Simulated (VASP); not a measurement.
Set up this calculation in VASP 6.6.1, as the native input.

```
Task                   : single point
Functional             : PBE
Potentials or basis    : VASP PAW PBE potentials, release 64 (B, P)
Cutoff                 : 500 eV
k mesh                 : 8 × 8 × 8
Occupations            : fermi-dirac, width 0.02 eV
Spin                   : no spin polarisation
Dipole correction      : no
Further INCAR settings : ALGO = Normal; EDIFF = 1e-06; NBANDS = 11
```

The structure of BP lies in POSCAR:

```
BP
1.0
    2.7080526412      0.0000000000      0.0000000000
    0.0000000000      2.7080526412      0.0000000000
    0.0000000000      0.0000000000      2.7080526412
B P
1 1
Direct
    0.0000000000      0.0000000000      0.0000000000
    0.5000000000      0.5000000000      0.5000000000
```

One way to write it, as run:

INCAR

```
ALGO = Normal
EDIFF = 1E-6
ENCUT = 500
GGA = PE
GGA_COMPAT = False
ISIF = 2
ISMEAR = -1
LASPH = True
LCHARG = True
LELF = True
LREAL = False
LVHAR = True
LWAVE = False
NBANDS = 11
NELM = 120
PREC = Accurate
SIGMA = 0.02
```

KPOINTS

```
k-points
0
Gamma
  8 8 8
```

Potentials or basis: VASP PAW PBE potentials, release 64 (B, P).

Run with:

```sh
$ cat potpaw_PBE.64/B/POTCAR potpaw_PBE.64/P/POTCAR > POTCAR
$ mpirun -np 1 vasp_std > vasp.out
```

It gave:

The pressure is 0.3 GPa and the band gap on the k mesh is zero (band 4 reaches 13.10 eV, above the bottom of band 5 at 7.08 eV).

Run time: 2.5 s on 1 thread of Intel(R) Xeon(R) 6975P-C (Granite Rapids) (shared host), peak memory 0.12 GiB.
